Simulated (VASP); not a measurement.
A run of VASP 6.6.1 is set up as follows.

File INCAR:

```
SYSTEM = H4C2O3
ALGO     = Normal         ! electronic algorithm
EDIFF    = 1E-6           ! SCF threshold, eV
ENCUT    = 910            ! plane-wave cutoff, eV
GGA      = PE             ! functional
GGA_COMPAT= .FALSE.      
ISIF     = 2              ! what is computed and relaxed
ISMEAR   = -1             ! smearing method
IVDW     = 12             ! dispersion correction
LASPH    = .TRUE.         ! aspherical terms in the spheres
LCHARG   = .FALSE.        ! write CHGCAR
LREAL    = Auto         
LWAVE    = .FALSE.        ! write WAVECAR
NBANDS   = 64             ! bands
NELM     = 120            ! most SCF steps
PREC     = Accurate       ! precision mode
SIGMA    = 0.05           ! smearing width, eV
```

Contents of KPOINTS:

```
k-points
0
G
  1 1 1
  0 0 0
```

File POSCAR:

```
H4C2O3
1.0
    6.9437670000      0.0000000000      0.0000000000
    0.0000000000      6.9437670000      0.0000000000
    0.0000000000      0.0000000000      6.9437670000
O C H
9 6 12
Direct
    0.4329206323      0.6075376665      0.5135108940
    0.1531013353      0.5574207775      0.3555130810
    0.4037721888      0.7294743617      0.9795691589
    0.2055512519      0.9239509333      0.8030367378
    0.8708385520      0.9596232132      0.5572623621
    0.8085812787      0.7814202291      0.8185614523
    0.7219136241      0.4356280964      0.3072971775
    0.8384785953      0.2272109649      0.8302985973
    0.4032969424     -0.0079927797      0.4859754079
    0.2984691163      0.5023066010      0.4336839067
    0.2261884651      0.8291896891      0.9440120903
    0.8454920794      0.7845741368      0.6497049800
    0.7333483396      0.4560924927      0.1367413394
    1.0023521815      0.2756572909      0.8053985682
    0.4626883362      0.0230854520      0.3291729115
    0.4071709203      0.7428244640      0.4769601284
    0.3244492507      0.3339541779      0.4513256277
    0.4820870286      0.7577875237      0.8684767216
    0.1098827193      0.7943958949      1.0483646701
    0.8402067639      1.0584600549      0.6549038872
    0.8829789364      0.6691756794      0.5404559226
    0.7735282592      0.5977591126      0.0687235041
    0.6781045505      0.3605967769      0.0165472142
    1.0731638893      0.3987604999      0.8725379178
    1.0918281100      0.2132704050      0.6972728204
    0.4874155484      0.1631247131      0.2507140577
    0.4812085429     -0.0967918422      0.2416843768
```

Potentials or basis: VASP PAW PBE potentials, release 64 (O_h, C_h, H_h).

Launch:

```console
$ cat potpaw_PBE.64/O_h/POTCAR potpaw_PBE.64/C_h/POTCAR potpaw_PBE.64/H_h/POTCAR > POTCAR
$ mpirun -np 1 vasp_gam > vasp.out
```

Problem. Estimate the band gap on the k mesh.

Solution. 2.44 eV.

Problem. Predict the largest force.

Solution. 3.350 eV/Å.

Problem. Estimate the pressure.

Solution. 2.6 GPa.

Forces in eV/Å, atoms in the order of the input:
```
O    0.502 -0.128 -0.010
O   -0.346  0.600 -0.550
O   -2.564  0.601  0.627
O   -0.124  0.912 -0.527
O   -0.435 -1.705 -0.338
O   -0.728 -1.055  1.013
O    0.281 -0.925  1.275
O   -1.022 -0.605 -0.036
O   -0.987  0.657  2.986
C   -0.261 -3.039  0.372
C    1.574 -1.978  0.674
C    1.302  1.975 -2.372
C   -1.184  1.601 -2.246
C    0.983  1.108 -0.573
C    0.504  1.498 -2.587
H   -0.144  0.802  0.571
H    0.101  1.833  0.156
H    0.687  0.178 -0.575
H    0.582 -0.001  0.214
H   -0.241  0.207  0.301
H   -0.520  0.161  0.885
H    0.560 -0.249  0.464
H    0.061 -0.239  1.193
H   -0.065  0.514  0.986
H    0.664 -0.857 -0.962
H   -0.058  0.030  0.932
H    0.875 -1.896 -1.871
```

Caveat: the k points lie up to 0.90 Å⁻¹ apart; the cutoff is under 1.25 times the usual one of these potentials, so pressure, stress and relaxed cells hold a basis-set (Pulay) error.
